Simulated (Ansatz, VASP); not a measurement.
# Two plane-wave programs on SnO

```
Sn O
1.0
     0.00000    2.70821    2.70821
     2.70821    0.00000    2.70821
     2.70821    2.70821    0.00000
Sn O
1 1
Cartesian
  0.0000 0.0000 0.0000
  1.3541 1.3541 1.3541
```

Alike in both runs: task single point; functional r2SCAN; k mesh 8 × 8 × 8; occupations fermi-dirac, width 0.02 eV; no spin polarisation.

|  | VASP | Ansatz |
| --- | --- | --- |
| version | VASP 6.6.1 | Ansatz 0.2.0 |
| potentials or method | VASP PAW PBE potentials, release 64 (Sn_d, O) | plane waves, PAW |
| plane-wave cutoff (eV) | 520 | 500 |
| valence electrons in the cell | 20 | 20 |

Ansatz gave:

- pressure (GPa): 0.0

Task: What did VASP give for the same quantities?

Result: Pressure (GPa): 0.3.

VASP's potentials were made for PBE, not for r2SCAN. With one functional, cell and mesh, what is left measures potentials, basis and numerics.
